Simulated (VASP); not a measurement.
Here is a VASP 6.6.1 calculation.

Contents of INCAR:

```
PREC = Accurate
ENCUT = 520
EDIFF = 1E-7
ISMEAR = -1
SIGMA = 0.1
LREAL = False
LASPH = True
NELM = 60
ALGO = Normal
ISIF = 2
LWAVE = False
LCHARG = True
GGA = PE
LELF = True
LVHAR = True
NBANDS = 30
```

KPOINTS

```
regular mesh
0
Gamma
  5 5 5
```

The input POSCAR:

```
ScBPd3
1.0
    4.2349570000      0.0000000000      0.0000000000
    0.0000000000      4.2349570000      0.0000000000
    0.0000000000      0.0000000000      4.2349570000
Sc B Pd
1 1 3
Direct
    0.0000000000      0.0000000000      0.0000000000
    0.5000000000      0.5000000000      0.5000000000
    0.0000000000      0.5000000000      0.5000000000
    0.5000000000      0.5000000000      0.0000000000
    0.5000000000      0.0000000000      0.5000000000
```

Potentials or basis: VASP PAW PBE potentials, release 64 (Sc_sv, B, Pd).

Run with:

```console
$ cat potpaw_PBE.64/Sc_sv/POTCAR potpaw_PBE.64/B/POTCAR potpaw_PBE.64/Pd/POTCAR > POTCAR
$ mpirun -np 1 vasp_std > vasp.out
```

(1) Estimate the pressure.

(2) Predict the band gap on the k mesh.

Answers

(1) -0.7 GPa.

(2) zero (band 22 reaches 8.42 eV, above the bottom of band 23 at 6.65 eV).
